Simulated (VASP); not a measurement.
# Ir (P2_1/m) in VASP: single point with PBEsol

Aim: the single point of Ir with PBEsol.

Program: VASP 6.6.1. These are calculated values, not measurements. Logs are shortened: lines on timing, memory, paths and dates and some standing lists are left out, and cuts for length are marked.

### Step 1. The cell of the first run

Symmetry: P2_1/m, No. 11, monoclinic system. Conventional cell: a = 2.751 Å, b = 4.462 Å, c = 2.751 Å, α = 90.00°, β = 120.00°, γ = 90.00°. Ir (site symmetry m) has 14 Ir at 2.54 to 3.40 Å within 3.5 Å.

### Step 2. Single point, PBEsol (atom 1 (Ir) moved by (-0.450, -0.450) A along x and y)

File INCAR:

```
PREC     = Accurate       # precision mode
ENCUT    = 520            # plane-wave cutoff, eV
EDIFF    = 1E-7           # SCF threshold, eV
ISMEAR   = 0              # smearing method
SIGMA    = 0.15           # smearing width, eV
LREAL    = F              # projectors in reciprocal space
LASPH    = T              # aspherical terms in the spheres
NELM     = 60             # most SCF steps
ALGO     = Fast           # electronic algorithm
ISIF     = 2              # what is computed and relaxed
LWAVE    = F              # write WAVECAR
LCHARG   = T              # write CHGCAR
GGA      = PS             # functional
LELF     = T              # ELF
LVHAR    = T            
NBANDS   = 16             # bands
```

File KPOINTS:

```
Automatic mesh
0
Gamma
  18 18 12
```

File POSCAR:

```
Ir
1.0
    2.7513778946      0.0000000000      0.0000000000
   -1.3756889473      2.3827631521      0.0000000000
    0.0000000000      0.0000000000      4.4622900000
Ir
2
Direct
    0.4086840673      0.1444769631      0.7500000000
    0.3333333333      0.6666666667      0.2500000000
```

Potentials or basis: VASP PAW PBE potentials, release 64 (Ir).

Launch:

```sh
> cat potpaw_PBE.64/Ir/POTCAR > POTCAR
> mpirun -np 1 vasp_std > vasp.out
```

OUTCAR:

```text
PREC = Accurate
   ENCUT = 520
   EDIFF = 1E-7
   ISMEAR = 0
   LREAL = F
   LASPH = T
   NELM = 60
   ISIF = 2
   GGA = PS

 ion  position               nearest neighbor table
   1  0.409  0.144  0.750-   2 2.54   2 2.54   2 2.72   2 2.72   2 3.14   2 3.14   2 3.40   2 3.40

   2  0.333  0.667  0.250-   1 2.54   1 2.54   1 2.72   1 2.72   1 3.14   1 3.14   1 3.40   1 3.40

  LATTYP: Found a hexagonal cell.
 ALAT       =     2.7513778946
 C/A-ratio  =     1.6218382828

  Lattice vectors:

 A1 = (   2.7513778946,   0.0000000000,   0.0000000000)
 A2 = (  -1.3756889473,   2.3827631521,   0.0000000000)
 A3 = (   0.0000000000,   0.0000000000,   4.4622900000)

Analysis of symmetry for initial positions (statically):
=====================================================================
 Subroutine PRICEL returns:
 Original cell was already a primitive cell.

 Routine SETGRP: Setting up the symmetry group for a
 hexagonal supercell.

 Subroutine GETGRP returns: Found  4 space group operations
 (whereof  1 operations were pure point group operations)
 out of a pool of 24 trial point group operations.

The static configuration has the point symmetry C_1 .
 The point group associated with its full space group is C_2h.

Analysis of symmetry for dynamics (positions and initial velocities):
=====================================================================
 Subroutine PRICEL returns:
 Original cell was already a primitive cell.

 Routine SETGRP: Setting up the symmetry group for a
 hexagonal supercell.

 Subroutine GETGRP returns: Found  4 space group operations
 (whereof  1 operations were pure point group operations)
 out of a pool of 24 trial point group operations.

The dynamic configuration has the point symmetry C_1 .
 The point group associated with its full space group is C_2h.

 Subroutine INISYM returns: Found  4 space group operations
 (whereof  1 operations are pure point group operations),
 and found     1 'primitive' translations

----------------------------------------------------------------------------------------

                                     Primitive cell

  volume of cell :      29.2542

  direct lattice vectors                    reciprocal lattice vectors
     2.751377895  0.000000000  0.000000000     0.363454254  0.209840411  0.000000000
    -1.375688947  2.382763152  0.000000000     0.000000000  0.419680823  0.000000000
     0.000000000  0.000000000  4.462290000     0.000000000  0.000000000  0.224100182

  length of vectors
     2.751377895  2.751377895  4.462290000     0.419680823  0.419680823  0.224100182

  position of ions in fractional coordinates (direct lattice)
     0.408684067  0.144476963  0.750000000
     0.333333333  0.666666667  0.250000000

  ion indices of the primitive-cell ions
   primitive index   ion index
                 1           1
                 2           2

----------------------------------------------------------------------------------------

 KPOINTS: Automatic mesh

Automatic generation of k-mesh.
 Grid dimensions read from file:
 generate k-points for:   18   18   12

 Generating k-lattice:

  Cartesian coordinates                     Fractional coordinates (reciprocal lattice)
     0.020191903  0.011657801  0.000000000     0.055555556 -0.000000000  0.000000000
     0.000000000  0.023315601  0.000000000     0.000000000  0.055555556  0.000000000
     0.000000000  0.000000000  0.018675015     0.000000000  0.000000000  0.083333333

  Length of vectors
     0.023315601  0.023315601  0.018675015

  Shift w.r.t. Gamma in fractional coordinates (k-lattice)
     0.000000000  0.000000000  0.000000000

 Subroutine IBZKPT returns following result:
 ===========================================

 Found   1148 irreducible k-points:

 Following reciprocal coordinates:
            Coordinates               Weight
  0.000000  0.000000  0.000000      1.000000
  0.055556  0.000000  0.000000      2.000000
  0.000000  0.055556  0.000000      2.000000
 -0.055556  0.055556  0.000000      2.000000
  0.111111  0.000000  0.000000      2.000000
  0.000000  0.111111  0.000000      2.000000
[... 16 lines left out ...]
  0.444444 -0.000000  0.000000      2.000000
  0.000000  0.444444  0.000000      2.000000
 [... further k-points ...]
   k-points           NKPTS =   1148   k-points in BZ     NKDIM =   1148   number of bands    NBANDS=     16
   number of dos      NEDOS =    301   number of ions     NIONS =      2
   total plane-waves  NPLWV =  14400
   dimension x,y,z NGX =    20 NGY =   20 NGZ =   36
   dimension x,y,z NGXF=    40 NGYF=   40 NGZF=   72
   ions per type =               2
   NGX,Y,Z   is equivalent  to a cutoff of  12.08, 12.08, 13.41 a.u.
   NGXF,Y,Z  is equivalent  to a cutoff of  24.17, 24.17, 26.82 a.u.
 SYSTEM =  unknown system
   PREC   = accura    normal or accurate (medium, high low for compatibility)
   ISTART =      0    job   : 0-new  1-cont  2-samecut
   ICHARG =      2    charge: 1-file 2-atom 10-const
   ISPIN  =      1    spin polarized calculation?
   LNONCOLLINEAR =      F non collinear calculations
   LSORBIT =      F    spin-orbit coupling
   LASPH  =      T    aspherical Exc in radial PAW
   ENCUT  =  520.0 eV  38.22 Ry    6.18 a.u.   5.12  5.12  8.30*2*pi/ulx,y,z
   NELM   =     60;   NELMIN=  2; NELMDL= -5     # of ELM steps
   EDIFF  = 0.1E-06   stopping-criterion for ELM
   LREAL  =      F    real-space projection
   EDIFFG = 0.1E-05   stopping-criterion for IOM
   NSW    =      0    number of steps for IOM
   IBRION =     -1    ionic relax: 0-MD 1-quasi-New 2-CG
   NFREE  =      0    steps in history (QN), initial steepest desc. (CG)
   ISIF   =      2    stress and relaxation
   ISYM   =      2    0-nonsym 1-usesym 2-fastsym
   POTIM  = 0.5000    time-step for ionic-motion
   TEBEG  =    0.0;   TEEND  =   0.0 temperature during run
   PSTRESS=    0.0 pullay stress
   NELECT =      18.0000    total number of electrons
   NUPDOWN=      -1.0000    fix difference up-down
   EMIN   =  10.00;   EMAX   =-10.00  energy-range for DOS
   EFERMI =   0.00;   METHOD = LEGACY
   ISMEAR =     0;   SIGMA  =   0.15  broadening in eV -4-tet -1-fermi 0-gaus
   EFERMI_NEDOS =   21; number of points for ismear=-14 and -15
   IALGO  =     68    algorithm
   IMIX   =      4    mixing-type and parameters
     AMIX     =   0.40;   BMIX     =  1.00
     AMIX_MAG =   1.60;   BMIX_MAG =  1.00
  volume/ion in A,a.u.               =      14.63        98.71
  Fermi-wavevector in a.u.,A,eV,Ry     =   1.392417  2.631287 26.379323  1.938826
  Thomas-Fermi vector in A             =   2.516162
   LORBIT       =      0    0 simple, 1 ext, 2 COOP (PROOUT), +10 PAW based schemes
   GGA     = PS    functional components
   LHFCALC =     F    Hartree Fock is set to
   AEXX    =    0.0000 exact exchange contribution
   IVDW    =     0    specifies the selected vdW correction
   LEPSILON=     F    determine dielectric tensor
   LRPA    =     F    only Hartree local field effects (RPA)
 non-spin polarized calculation
 RMM-DIIS sequential band-by-band and
 Gauss-broadening in eV      SIGMA  =   0.15
  energy-cutoff  :      520.00
  volume of cell :       29.25
 maximum number of plane-waves:       801
   NGX = 11   NGY = 11   NGZ = 17

 number of electron      18.0000000 magnetization

 Free energy of the ion-electron system (eV)
  ---------------------------------------------------
  ext. energy  EPLUGINS =         0.00000000
  ---------------------------------------------------
  free energy    TOTEN  =       -18.79851628 eV

  energy without entropy =      -18.76218467  energy(sigma->0) =      -18.78035048

 E-fermi :   9.4461     XC(G=0): -13.8830

 val. band max:        9.4458163282   @ k =  -0.4444   0.5000  -0.4167
 cond. band min:       9.4466703446   @ k =   0.1111   0.1667  -0.3333
 fundamental gap:      0.0008540164
 Fermi energy:         9.4460681925

 k-point     1 :       0.0000    0.0000    0.0000
  band No.  band energies     occupation
      1      -1.1455      2.00000
      2       1.9189      2.00000
      3       4.7795      2.00000
      4       5.8837      2.00000
      5       6.3709      2.00000
      6       6.7424      2.00000
[... 8 lines left out ...]
     15      24.8550      0.00000
     16      26.2075      0.00000

 k-point     2 :       0.0556    0.0000    0.0000
  band No.  band energies     occupation
      1      -1.0339      2.00000
      2       2.0027      2.00000
      3       4.7925      2.00000
      4       5.9802      2.00000
      5       6.3366      2.00000
      6       6.6935      2.00000
[... 8 lines left out ...]
     15      24.8865      0.00000
     16      26.2816      0.00000

 k-point     3 :       0.0000    0.0556    0.0000
  band No.  band energies     occupation
      1      -1.0261      2.00000
      2       2.0372      2.00000
      3       4.8126      2.00000
      4       5.8394      2.00000
      5       6.3145      2.00000
      6       6.7863      2.00000
[... 8 lines left out ...]
     15      25.0426      0.00000
     16      26.4065      0.00000

 k-point     4 :      -0.0556    0.0556    0.0000
  band No.  band energies     occupation
      1      -1.0266      2.00000
      2       2.0356      2.00000
      3       4.8203      2.00000
      4       5.8428      2.00000
      5       6.3142      2.00000
      6       6.7878      2.00000
[... 8 lines left out ...]
     15      25.0457      0.00000
     16      26.3932      0.00000

 k-point     5 :       0.1111    0.0000    0.0000
  band No.  band energies     occupation
      1      -0.7111      2.00000
      2       2.2270      2.00000
      3       4.8297      2.00000
      4       6.2175      2.00000
      5       6.2631      2.00000
      6       6.4391      2.00000
[... 8 lines left out ...]
     15      24.8500      0.00000
     16      26.4494      0.00000

 k-point     6 :       0.0000    0.1111    0.0000
  band No.  band energies     occupation
      1      -0.6753      2.00000
      2       2.3799      2.00000
      3       4.8778      2.00000
      4       5.6771      2.00000
      5       6.1539      2.00000
      6       6.9808      2.00000
[... 8 lines left out ...]
     15      25.5438      0.00000
     16      26.9800      0.00000
[... 267 lines left out ...]
 k-point    21 :       0.0000    0.3889    0.0000
  band No.  band energies     occupation
      1       2.6902      2.00000
      2       3.4495      2.00000
      3       4.7003      2.00000
      4       4.7621      2.00000
      5       4.8969      2.00000
      6       6.0405      2.00000
[... 8 lines left out ...]
     15      23.2847      0.00000
     16      24.1129      0.00000

 k-point    22 :      -0.3889    0.3889    0.0000
  band No.  band energies     occupation
      1       2.5977      2.00000
      2       3.4654      2.00000
      3       4.0040      2.00000
      4       5.0481      2.00000
      5       5.5436      2.00000
      6       5.9261      2.00000
[... 8 lines left out ...]
     15      23.4713      0.00000
     16      24.9518      0.00000

 k-point    23 :       0.4444   -0.0000    0.0000
  band No.  band energies     occupation
      1       1.6410      2.00000
      2       2.3789      2.00000
      3       2.5614      2.00000
      4       5.4264      2.00000
      5       6.8924      2.00000
      6       7.7249      2.00000
[... 8 lines left out ...]
     15      21.7291      0.00000
     16      23.6670      0.00000

 k-point    24 :       0.0000    0.4444    0.0000
  band No.  band energies     occupation
      1       2.8613      2.00000
      2       3.3963      2.00000
      3       4.5427      2.00000
      4       4.5881      2.00000
      5       5.1398      2.00000
      6       6.3022      2.00000
[... 8 lines left out ...]
     15      21.0604      0.00000
     16      23.3592      0.00000

 [... further k-points ...]

------------------------ aborting loop because EDIFF is reached ----------------------------------------

  FORCE on cell =-STRESS in cart. coord.  units (eV):
  Direction    XX          YY          ZZ          XY          YZ          ZX
  --------------------------------------------------------------------------------------
  -------------------------------------------------------------------------------------
  Total       -2.4882781     -2.1698073      3.8342806      0.5818673      0.0000000      0.0000000
  in kB     -136.2763808   -118.8345815    209.9933603     31.8673245      0.0000000      0.0000000
  external PRESSURE =     -15.0392007 kB  Pullay stress =       0.0000000 kB

 VOLUME and BASIS-vectors are now :
 -----------------------------------------------------------------------------
  energy-cutoff  :      520.00
  volume of cell :       29.25
      direct lattice vectors                 reciprocal lattice vectors
     2.751377895  0.000000000  0.000000000     0.363454254  0.209840411  0.000000000
    -1.375688947  2.382763152  0.000000000     0.000000000  0.419680823  0.000000000
     0.000000000  0.000000000  4.462290000     0.000000000  0.000000000  0.224100182

 POSITION                                       TOTAL-FORCE (eV/Angst)
 -----------------------------------------------------------------------------------
      0.92569      0.34425      3.34672         0.597706      1.122204      0.000000
     -0.00000      1.58851      1.11557        -0.597706     -1.122204      0.000000
 -----------------------------------------------------------------------------------
    total drift:                               -0.000000      0.000001      0.000000

  FREE ENERGIE OF THE ION-ELECTRON SYSTEM (eV)
  ---------------------------------------------------
  free  energy   TOTEN  =       -18.7985162850 eV

  energy  without entropy=      -18.7621846683  energy(sigma->0) =      -18.78035048
```

Wall time 5.3 min (1 thread of Intel Xeon 6975P-C (Granite Rapids), shared host); peak memory 0.53 GiB.

What came out:

* Free energy: -18.7985 eV
* Pressure: -1.5 GPa
* Largest force: 1.271 eV/Å
* Band gap on the k mesh: zero (bands 9 and 10 overlap by 2.93 eV)

Forces in eV/Å, atoms in the order of the input:
```
Ir   0.598  1.122  0.000
Ir  -0.598 -1.122  0.000
```

Stress tensor (GPa, compression positive):
```
-13.63   3.19   0.00
  3.19 -11.88   0.00
  0.00   0.00  21.00
```

Caveat: the cell differs from its parent crystal (atom 1 (Ir) moved by (-0.450, -0.450) A along x and y); the PAW data sets were made with another functional, which shifts forces and pressure a little; spin-orbit coupling is left out, which moves the levels of the heavy elements.
